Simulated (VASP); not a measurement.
Wanted: the native input for a VASP 6.6.1 run.

```yaml
Task: single point
Functional: PBE
Dispersion: D3(BJ)
Potentials_or_basis: VASP PAW PBE potentials, release 64 (Os, C)
Cutoff: 600 eV
k_mesh: 12 × 12 × 8
Occupations: gaussian, width 0.1 eV
Spin: no spin polarisation
Dipole_correction: no
Further_INCAR_settings: ALGO = Normal; EDIFF = 1e-06; NBANDS = 22
```

The structure of Os2C3 lies in POSCAR:

```
Os2C3
1.0
    3.3121827005      0.0000000000      0.0000000000
   -1.6560913503      2.8684343606      0.0000000000
    0.0000000000      0.0000000000      5.5133696505
Os C
2 3
Direct
    0.3333333333      0.6666666667      0.2602519852
    0.6666666667      0.3333333333      0.7397480148
    0.0000000000      0.0000000000      0.0000000000
    0.3333333333      0.6666666667      0.6345032667
    0.6666666667      0.3333333333      0.3654967333
```

One way to write it, as run:

INCAR

```
SYSTEM = Os2C3
ALGO     = Normal         ! electronic algorithm
EDIFF    = 1E-6           ! SCF threshold, eV
ENCUT    = 600            ! plane-wave cutoff, eV
GGA      = PE             ! functional
GGA_COMPAT= .False.      
ISIF     = 2              ! what is computed and relaxed
ISMEAR   = 0              ! smearing method
IVDW     = 12             ! dispersion correction
LASPH    = .True.         ! aspherical terms in the spheres
LCHARG   = .True.         ! write CHGCAR
LELF     = .True.         ! ELF
LREAL    = .False.        ! projectors in reciprocal space
LVHAR    = .True.       
LWAVE    = .False.        ! write WAVECAR
NBANDS   = 22             ! bands
NELM     = 120            ! most SCF steps
PREC     = Accurate       ! precision mode
SIGMA    = 0.1            ! smearing width, eV
```

KPOINTS

```
k-points
0
Gamma
  12 12 8
  0 0 0
```

Potentials or basis: VASP PAW PBE potentials, release 64 (Os, C).

Command:

```sh
$ cat potpaw_PBE.64/Os/POTCAR potpaw_PBE.64/C/POTCAR > POTCAR
$ mpirun -np 1 vasp_std > vasp.out
```

It gave:

| Quantity | Value |
| --- | --- |
| Pressure | -2.4 GPa |
| Largest force | 0.219 eV/Å |
| Band gap on the k mesh | zero (band 14 reaches 8.90 eV, above the bottom of band 15 at 7.49 eV) |
| Dispersion energy per atom | -0.324 eV |

Caveat: three body term missing; spin-orbit coupling is left out, which moves the levels of the heavy elements; pairwise dispersion overbinds metals, which lowers pressure and volume.

It took 4.9 min on 1 thread of Intel Xeon 8259CL (shared host), peak memory 0.31 GiB.
